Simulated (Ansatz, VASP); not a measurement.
**Two plane-wave programs on C**

```xyz
4
Lattice="2.4918 0.0000 0.0000 -1.2459 2.1580 0.0000 0.0000 0.0000 7.1709" Properties=species:S:1:pos:R:3 pbc="T T T"
C     0.0000    0.0000    0.0179
C     0.0000    0.0000    3.6034
C     0.0000    1.4386    0.0179
C     1.2459    0.7193    3.6034
```

Alike in both runs: task single point; functional PBEsol; dispersion D3(BJ); k mesh 21 × 21 × 8; occupations gaussian, width 0.15 eV; no spin polarisation.

```csv
,VASP,Ansatz
version,VASP 6.6.1,Ansatz 0.2.0
potentials or method,"VASP PAW PBE potentials, release 64 (C), cutoff 520 eV","scalar-relativistic, plane waves, PAW"
valence electrons in the cell,16,16
```

Ansatz gave:

| Item | Value |
| --- | --- |
| gap on the k mesh at the Fermi level (eV) | none |
| pressure (GPa) | -11.0 |
| traceless stress, the component that is largest in VASP (GPa) | 9.28 |

Estimate VASP's values.

gap on the k mesh at the Fermi level (eV): none; pressure (GPa): -10.3; traceless stress, the component that is largest in VASP (GPa): 8.57.

VASP's potentials were made for PBE, not for PBEsol, and Ansatz warns of the same on its side. A gap of «none» marks a metal or a gap that the smearing closes.
